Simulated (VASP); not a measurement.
Wanted: the native input for a VASP 6.6.1 run.

```
Task                   : relaxation of volume and atoms at fixed shape
Functional             : LDA
Potentials or basis    : VASP PAW LDA potentials, release 64 (C)
Cutoff                 : 600 eV
k mesh                 : 21 × 21 × 21
Occupations            : gaussian, width 0.1 eV
Spin                   : no spin polarisation
Dipole correction      : no
Further INCAR settings : ALGO = Normal; EDIFF = 1e-06; IBRION = 2; EDIFFG = -0.01; NSW = 80; ISIF = 8
```

The structure of C lies in POSCAR:

```
C
1.0
    3.6350000000      0.0000000000      0.0000000000
    2.8052588632      2.3116547559      0.0000000000
    2.8052588632      1.0069144937      2.0808341868
C
2
Direct
    0.8360000000      0.8360000000      0.8360000000
    0.1640000000      0.1640000000      0.1640000000
```

These files were run (other wordings do the same):

INCAR

```
SYSTEM = C
PREC = Accurate
ENCUT = 600
EDIFF = 1E-6
ISMEAR = 0
SIGMA = 0.1
LREAL = .FALSE.
LASPH = .TRUE.
NELM = 60
ALGO = Normal
ISIF = 8
LWAVE = .FALSE.
LCHARG = .FALSE.
IBRION = 2
NSW = 80
EDIFFG = -0.01
```

KPOINTS

```
Automatic mesh
0
G
  21 21 21
  0 0 0
```

Potentials or basis: VASP PAW LDA potentials, release 64 (C).

The run is started by

```sh
$ cat potpaw_LDA.64/C/POTCAR > POTCAR
$ mpirun -np 1 vasp_std > vasp.out
```

Results of the run:

The relaxed volume is 8.63 Å³/atom, the relaxed cell is a = 3.620 Å, b = 3.620 Å, c = 3.620 Å, α = 39.49°, β = 39.49°, γ = 39.49° and the space group after relaxing (to 0.1 Å) is R-3m (No. 166). The energy gained by relaxing is 13.1 meV/atom, the ionic steps are 8 and the pressure after relaxing is 0.0 GPa. The largest force after relaxing is 0.007 eV/Å.

It took 5.3 min on 1 thread of Intel(R) Xeon(R) 6975P-C (Granite Rapids), with other jobs on the host, peak memory 0.25 GiB.
